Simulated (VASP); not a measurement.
**SiB6: single point with PBE**

Crystal: SiB6.

```
CELL_PARAMETERS angstrom
4.13000 0.00000 0.00000
0.00000 4.13000 0.00000
0.00000 0.00000 4.13000
ATOMIC_POSITIONS crystal
Si 0.00000 0.00000 0.00000
B 0.21000 0.50000 0.50000
B 0.50000 0.21000 0.50000
B 0.79000 0.50000 0.50000
B 0.50000 0.79000 0.50000
B 0.50000 0.50000 0.21000
B 0.50000 0.50000 0.79000
```

```json
{
 "Program": "VASP 6.6.1",
 "Task": "single point",
 "Functional": "PBE",
 "Potentials or basis": "VASP PAW PBE potentials, release 64 (Si, B)",
 "Cutoff": "500 eV",
 "k mesh": "4 × 4 × 4",
 "Occupations": "gaussian, width 0.1 eV",
 "Spin": "no spin polarisation"
}
```

```json
{"Pressure": "3.9 GPa", "Largest force": "2.634 eV/Å", "Band gap on the k mesh": "0.41 eV, indirect (least direct gap 1.41 eV)"}
```

Forces on the atoms (eV/Å):
```
Si   0.000  0.000  0.000
B   -2.634  0.000  0.000
B    0.000 -2.634  0.000
B    2.634  0.000  0.000
B    0.000  2.634  0.000
B    0.000  0.000 -2.634
B    0.000  0.000  2.634
```

Levels at points of the mesh, in eV from the valence-band top:
| k point | band 9 | band 10 | band 11 | band 12 | band 13 | band 14 |
| --- | --- | --- | --- | --- | --- | --- |
| (0.00, 0.00, 0.00) | -0.19 | -0.19 | -0.19 | 1.45 | 1.45 | 1.45 |
| (0.50, 0.00, 0.00) | -2.98 | -1.29 | 0.00 | 1.41 | 2.11 | 2.69 |
| (0.50, 0.50, 0.00) | -1.77 | -1.07 | -1.07 | 0.41 | 0.41 | 0.65 |
| (0.50, 0.50, 0.50) | -0.80 | -0.80 | -0.80 | 3.26 | 3.26 | 3.26 |

It took 20 s on 1 thread of Intel Xeon 8259CL, on a shared host, peak memory 0.16 GiB.

Caveat: forces of over 1 eV/Å act on the atoms, so gaps and moduli don't describe the material at rest. A k mesh can miss the band edges.
